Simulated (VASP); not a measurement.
SbSe5:

```
Sb Se
1.0
     3.16491    1.82726    5.41532
    -3.16491    1.82726    5.41532
     0.00000   -3.65452    5.41532
Sb Se
1 5
Direct
  0.50000 0.50000 0.50000
  0.50000 0.50000 0.00000
  0.00000 0.50000 0.50000
  0.50000 0.00000 0.50000
  0.19983 0.19983 0.19983
  0.80017 0.80017 0.80017
```

| Property | Result |
| --- | --- |
| Program | VASP 6.6.1 |
| Task | relaxation of cell and atoms |
| Functional | PBE |
| Potentials or basis | VASP PAW PBE potentials, release 64 (Sb, Se) |
| Cutoff | 600 eV |
| k mesh | 3 × 3 × 3 |
| Occupations | gaussian, width 0.2 eV |
| Spin | no spin polarisation |

At the start: pressure -6.2 GPa; volume 31.32 Å³/atom.

How do energy, volume and symmetry change on relaxing?

Over 21 steps the energy falls by 421.9 meV/atom and the volume is 29.75 Å³/atom (-5.0 %); space group R-3m (No. 166, to 0.05 Å).

The path:
| step | energy change (eV) | largest force (eV/Å) | pressure (GPa) | volume (Å³) |
| --- | --- | --- | --- | --- |
| 1 | 0.0000 | 1.3887 | -6.18 | 187.90 |
| 2 | -0.8021 | 0.5111 | 2.78 | 156.73 |
| 3 | -0.8368 | 0.0342 | 0.70 | 161.23 |
| 4 | -0.9052 | 0.2146 | 0.81 | 162.67 |
| 5 | -1.0040 | 0.4666 | 1.16 | 165.04 |
| 6 | -1.4342 | 0.5011 | 1.86 | 168.82 |
| 7 | -2.3703 | 0.7471 | 2.57 | 172.06 |
| 8 | 1.5808 | 6.7527 | 17.11 | 157.53 |
| 9 | -2.4089 | 0.9400 | 2.96 | 171.85 |
| 10 | -2.4682 | 0.6905 | 1.66 | 175.88 |
| 11 | -2.4838 | 0.3745 | 0.15 | 181.32 |
| 12 | -2.4861 | 0.4510 | 0.50 | 179.97 |
| 13 | -2.4955 | 0.4152 | 0.41 | 179.83 |
| 14 | -2.5150 | 0.3000 | 0.17 | 179.37 |
| 15 | -2.5097 | 0.0536 | -0.20 | 178.28 |
| 16 | -2.5205 | 0.1992 | 0.00 | 178.96 |
| 17 | -2.5226 | 0.1732 | -0.07 | 178.97 |
| 18 | -2.5273 | 0.0972 | -0.26 | 179.03 |
| 19 | -2.5287 | 0.0478 | -0.64 | 179.12 |
| 20 | -2.5294 | 0.0022 | -0.51 | 179.09 |
| 21 | -2.5311 | 0.0112 | -0.40 | 178.48 |

Final structure:
```
Sb Se
1.0
     3.75185    2.16613    3.66018
    -3.75185    2.16613    3.66018
     0.00000   -4.33227    3.66018
Sb Se
1 5
Direct
  0.50000 0.50000 0.50000
  0.50000 0.50000 0.00000
  0.00000 0.50000 0.50000
  0.50000 0.00000 0.50000
  0.19632 0.19632 0.19632
  0.80368 0.80368 0.80368
```

Caveat: the k points lie up to 0.37 Å⁻¹ apart in the final cell; the relaxation stopped at a loose force limit of 0.08 eV/Å, so its end isn't a converged minimum.
